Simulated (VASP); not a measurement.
# H4C2O3 in VASP: a series of runs, part 3 of 3

VASP 6.6.1.

### Step 4. Single point, LDA

This run uses another cell than the first one, of 9.10 Å³/atom.

File INCAR:

```
PREC = Accurate ; ENCUT = 1000
EDIFF = 1E-6 ; ISMEAR = -1
SIGMA = 0.02 ; LREAL = Auto
LASPH = T ; NELM = 120
ALGO = Normal ; ISIF = 2
LWAVE = F ; LCHARG = T
LELF = T ; LVHAR = T
NBANDS = 64 ; GGA_COMPAT = F
```

File KPOINTS:

```
Automatic mesh
0
Gamma
  1 1 1
```

File POSCAR:

```
H4C2O3
1.0
    6.2641120000      0.0000000000      0.0000000000
    0.0000000000      6.2641120000      0.0000000000
    0.0000000000      0.0000000000      6.2641120000
O C H
9 6 12
Direct
    0.3106585578      0.9190129423      1.0276636178
    0.9549158763      0.0378026447      0.8168276685
    0.7032920229      1.1533957247      0.3165971490
    0.3368234795      0.2831526639      1.0687229092
    0.5829238047      0.2694076990      0.7984212287
    0.9129626035      0.8172746592      0.1489915889
    1.0368428917      0.5793319149     -0.0723965344
    0.4676001962      0.4583091745      0.4017488832
    0.7647372844      0.6021922980      0.5239529561
    0.4494970716      0.8106815459      0.9332368259
    0.9307304850      0.2337761522      0.8266774285
    0.6000531280      1.0109333933      0.3863117390
    0.5185252116      0.3275963137      0.9769461338
    0.9968851132      0.6343756306      0.1031590751
    0.5718607841      0.5899798726      0.5172161673
    0.5915762681      0.8870052132      0.8483564789
    0.4111037606      0.6380313762      0.9093547497
    0.9114300638      0.3229667669      0.9744238289
    0.9530800216      0.3409741077      0.6930272000
    0.6199442156      0.8545664573      0.3016389234
    0.4701703929      1.0290205539      0.5143745833
    0.2853077978      0.1393653242      1.0170156600
    0.6174538386      0.4354328275      1.0635825158
    0.9250153893      0.9350247888      0.0199868712
    1.0385510348      0.5450413403      0.2390282932
    0.5817424720      0.3374141459      0.3886424764
    0.4696116545      0.6872003566      0.6238873124
```

Launch:

```bash
$ cat potpaw_LDA.64/O_h/POTCAR potpaw_LDA.64/C_h/POTCAR potpaw_LDA.64/H_h/POTCAR > POTCAR
$ mpirun -np 1 vasp_gam > vasp.out
```

Run time: 71 s. Hardware: 1 thread of Intel Xeon Platinum 8488C (Sapphire Rapids), shared host; peak memory 0.51 GiB.

The run converged. Its results:

```
Free energy   : -167.3472 eV
Pressure      : 5.6 GPa
Largest force : 3.408 eV/Å
```

Forces on the atoms (eV/Å):
```
O    1.837 -2.483 -1.299
O   -0.076  0.457  0.365
O    1.028  2.031  0.145
O    1.141  1.494 -0.572
O   -0.729 -0.278  1.052
O   -0.634  1.417  0.413
O    1.265 -0.109 -3.163
O   -0.489 -0.658  0.107
O    0.281  0.149  0.318
C   -1.799  1.530  0.321
C   -0.338 -1.192  0.010
C   -1.726 -2.386  0.010
C   -1.077 -0.423 -1.565
C   -0.311  2.427  0.684
C    0.798  0.555  0.851
H   -0.347 -0.405  0.631
H    0.098  0.110  0.394
H   -0.235 -0.701  0.483
H    0.070  0.165 -0.900
H    0.009  0.057  0.477
H    0.692  0.100 -0.366
H    0.054 -0.640 -0.255
H    0.740  0.874  1.124
H    0.074 -1.160 -0.154
H    0.200 -1.359  1.966
H   -0.067 -0.059 -0.968
H   -0.458  0.487 -0.107
```

Stress tensor (GPa, compression positive):
```
 0.59  1.93  2.31
 1.93 11.15  1.79
 2.31  1.79  5.11
```

Levels at points of the mesh, in eV from the Fermi level:
```
           k point  band 41  band 42  band 43  band 44  band 45  band 46  band 47  band 48  band 49  band 50
(0.00, 0.00, 0.00)    -1.71    -1.54    -1.31    -1.02    -0.49     1.54     2.18     3.28     3.68     3.99
```

Caveat: the k points lie up to 1.00 Å⁻¹ apart, too coarse for converged energies, forces and pressures; the atoms stand as in a frame of molecular dynamics.

### Step 5. Single point, LDA

This run uses another cell than the first one, of 11.51 Å³/atom.

File INCAR:

```
SYSTEM = H4C2O3
PREC = Accurate
ENCUT = 1000
EDIFF = 1E-6
ISMEAR = -1
SIGMA = 0.02
LREAL = Auto
LASPH = .True.
NELM = 120
ALGO = Normal
ISIF = 2
LWAVE = .False.
LCHARG = .True.
LELF = .True.
LVHAR = .True.
NBANDS = 64
GGA_COMPAT = .False.
```

File KPOINTS:

```
regular mesh
0
Gamma
  1 1 1
  0 0 0
```

File POSCAR:

```
H4C2O3
1.0
    6.7729220000      0.0000000000      0.0000000000
    0.0000000000      6.7729220000      0.0000000000
    0.0000000000      0.0000000000      6.7729220000
O C H
9 6 12
Direct
    0.2835998997      0.9466962708      0.9525726119
    0.8829276345      0.0608599951      0.8357692588
    0.6139890582      1.1590123140      0.2440453323
    0.3329286828      0.2880440672      1.0508462965
    0.5956218010      0.3005202186      0.8483339982
    0.9160152738      0.8792512301      0.1332807317
    1.0419874908      0.6234532156     -0.0492254303
    0.4816680304      0.4289581365      0.4366800622
    0.7630975228      0.5596402852      0.5264345286
    0.4088929416      0.8340417917      0.9081309367
    0.8856000409      0.2365153474      0.8698313667
    0.5853012924      1.0303381613      0.3559615776
    0.4971414110      0.3697517851      0.9824120225
    0.9656245857      0.6922713712      0.1042976724
    0.5906903992      0.5423803788      0.5435024942
    0.5660481547      0.8876966249      0.8887449169
    0.3490664738      0.6744651718      0.8836658683
    0.8997741300      0.2837327818      1.0271342266
    0.8996707773      0.3591359830      0.7500012550
    0.5985156776      0.8705400712      0.3245718761
    0.4876181949      1.0693464357      0.4799700927
    0.2998705728      0.1443099448      0.9843019010
    0.5395455610      0.5170294298      1.0714725491
    0.9177132115      0.9677211697      0.0009892333
    0.9374831129      0.6022511406      0.2364119947
    0.5684105029      0.3467779490      0.3405620204
    0.4999024055      0.5958728005      0.6691351237
```

Launch:

```bash
$ cat potpaw_LDA.64/O_h/POTCAR potpaw_LDA.64/C_h/POTCAR potpaw_LDA.64/H_h/POTCAR > POTCAR
$ mpirun -np 1 vasp_gam > vasp.out
```

It took 41 s on 1 thread of AMD EPYC 9R45 (Zen 5), shared host; peak memory 0.46 GiB.

The run converged. Its results:

* Free energy: -167.6587 eV
* Pressure: 2.2 GPa
* Largest force: 3.945 eV/Å

Forces on the atoms (eV/Å):
```
O   -2.081  1.715  0.794
O    0.259 -1.105 -1.068
O    2.424  1.646 -2.495
O    0.627  1.040 -1.252
O   -0.487  0.214  0.008
O    0.101 -1.391  0.539
O   -1.058  0.819  1.838
O   -0.832 -0.241 -0.971
O    2.915  0.913 -0.275
C    1.105 -2.309 -0.958
C    0.233  2.724 -0.520
C   -2.601 -2.335  1.830
C   -1.396  0.288  1.560
C    1.045  0.556 -2.056
C   -1.948 -0.857  1.171
H   -0.056 -0.487  0.025
H    0.749  0.866  0.080
H    0.044  0.363 -0.131
H    0.189 -1.144  0.989
H    0.822 -0.123 -0.260
H    0.262 -0.092  1.201
H    0.864  0.907  0.486
H   -0.282 -1.815 -0.891
H   -0.152 -0.630 -0.232
H   -0.172 -0.364  0.390
H   -0.604  0.112  0.284
H    0.033  0.729 -0.087
```

Stress tensor (GPa, compression positive):
```
 2.48 -1.76 -0.15
-1.76  1.83 -1.08
-0.15 -1.08  2.27
```

Levels at points of the mesh, in eV from the Fermi level:
```csv
k point,band 43,band 44,band 45,band 46,band 47,band 48
"(0.00, 0.00, 0.00)",-1.26,-0.87,-0.51,1.71,1.98,2.98
```

Caveat: the k points lie up to 0.93 Å⁻¹ apart, too coarse for converged energies, forces and pressures; the atoms stand as in a frame of molecular dynamics.

### Step 6. Single point, LDA

This run uses another cell than the first one, of 10.41 Å³/atom.

INCAR is that of step 5.

File KPOINTS:

```
Automatic mesh
0
Gamma
  1 1 1
  0 0 0
```

File POSCAR:

```
H4C2O3
1.0
    6.5510660000      0.0000000000      0.0000000000
    0.0000000000      6.5510660000      0.0000000000
    0.0000000000      0.0000000000      6.5510660000
O C H
9 6 12
Direct
    0.2893116937      0.9366261918      0.9515550599
    0.8915648232      0.0676683764      0.8323378211
    0.6283404869      1.1565445990      0.2611330736
    0.3344035917      0.3023477400      1.0508671413
    0.5887133483      0.2853276093      0.8434352516
    0.9026775184      0.8760711615      0.1493650041
    1.0349308036      0.6291342508     -0.0588453849
    0.4768842201      0.4455610736      0.4295331477
    0.7793388130      0.5663811050      0.5281888474
    0.4222366253      0.8149971318      0.9211020008
    0.8852910351      0.2509057305      0.8749568391
    0.5850192930      1.0180785845      0.3661541496
    0.5081005137      0.3596819205      1.0010737184
    0.9617824030      0.6857051967      0.1062422513
    0.6038559221      0.5473460350      0.5498189150
    0.5782417701      0.8629740564      0.9119126567
    0.3642765925      0.6558627252      0.9013952844
    0.8681335221      0.3214591335      1.0359993320
    0.9151640359      0.3684591180      0.7613570066
    0.6228909921      0.8656453774      0.3306942717
    0.5331956662      1.0452955290      0.5209075897
    0.2850681095      0.1658508707      1.0022490996
    0.5874616436      0.4751440453      1.0972870675
    0.9060204858      0.9834887940     -0.0062585234
    0.9551269977      0.5558942621      0.2356715686
    0.5532229411      0.3243441602      0.3758166991
    0.5067114268      0.6457727643      0.6411170335
```

Potentials or basis: VASP PAW LDA potentials, release 64 (O_h, C_h, H_h).

Launch:

```bash
$ cat potpaw_LDA.64/O_h/POTCAR potpaw_LDA.64/C_h/POTCAR potpaw_LDA.64/H_h/POTCAR > POTCAR
$ mpirun -np 1 vasp_gam > vasp.out
```

It took 1.9 min on 1 thread of Intel Xeon Platinum 8259CL at 2.50GHz (Skylake/Cascade Lake), shared host; peak memory 0.49 GiB.

It converged, with:

- Free energy: -167.3669 eV
- Pressure: 4.7 GPa
- Largest force: 4.063 eV/Å

Forces in eV/Å, atoms in the order of the input:
```
O   -0.873  1.315  0.579
O    0.919 -0.734  0.699
O    1.033  1.731 -2.002
O   -2.647  1.210  2.015
O    0.227  0.933  0.761
O    0.509 -2.047 -0.490
O   -0.703  0.515  0.966
O   -0.372  0.239  1.205
O    3.871 -0.197  0.119
C   -1.180 -0.828 -0.161
C   -1.372  2.020  0.461
C   -0.009 -1.584  2.453
C    1.578 -0.526 -2.660
C    0.649  0.042 -0.209
C   -3.819  0.605 -1.249
H    1.644  0.102 -0.062
H    0.309 -0.281  0.034
H    0.739 -1.062 -0.815
H    0.331  0.212 -0.426
H    0.205 -1.870 -0.967
H   -0.724  0.223  1.110
H    0.563 -0.934 -0.890
H   -0.223 -0.135 -0.049
H   -0.204 -1.333  0.193
H   -0.378  1.778 -0.796
H    0.255 -0.080 -0.971
H   -0.328  0.685  1.151
```

Stress tensor (GPa, compression positive):
```
 6.74 -0.56 -2.07
-0.56  5.07 -0.44
-2.07 -0.44  2.26
```

Levels at points of the mesh, in eV from the Fermi level:
```
           k point  band 43  band 44  band 45  band 46  band 47  band 48
(0.00, 0.00, 0.00)    -1.69    -1.25    -0.52     1.57     1.86     3.03
```

Caveat: the k points lie up to 0.96 Å⁻¹ apart, too coarse for converged energies, forces and pressures; the atoms stand as in a frame of molecular dynamics.

### Step 7. Overview

```csv
cell,pressure (GPa),largest force (eV/Å)
"a = 6.224 Å, 27 atoms, atomic positions A",5.7,4.55
"a = 6.217 Å, 27 atoms, atomic positions B",3.9,3.77
"a = 6.264 Å, 27 atoms, atomic positions C",5.6,3.41
"a = 6.773 Å, 27 atoms, atomic positions D",2.2,3.95
"a = 6.551 Å, 27 atoms, atomic positions E",4.7,4.06
```

Alike in all rows: task single point; level LDA; potentials or basis VASP PAW LDA potentials, release 64 (O_h, C_h, H_h); no spin polarisation; k mesh 1 × 1 × 1; cutoff (eV) 1000; smearing fermi-dirac 0.02 eV.

Caveats: all runs use coarse meshes; the atoms stand as in a frame of molecular dynamics.

Absolute energies hang on the potentials; compare differences alone.
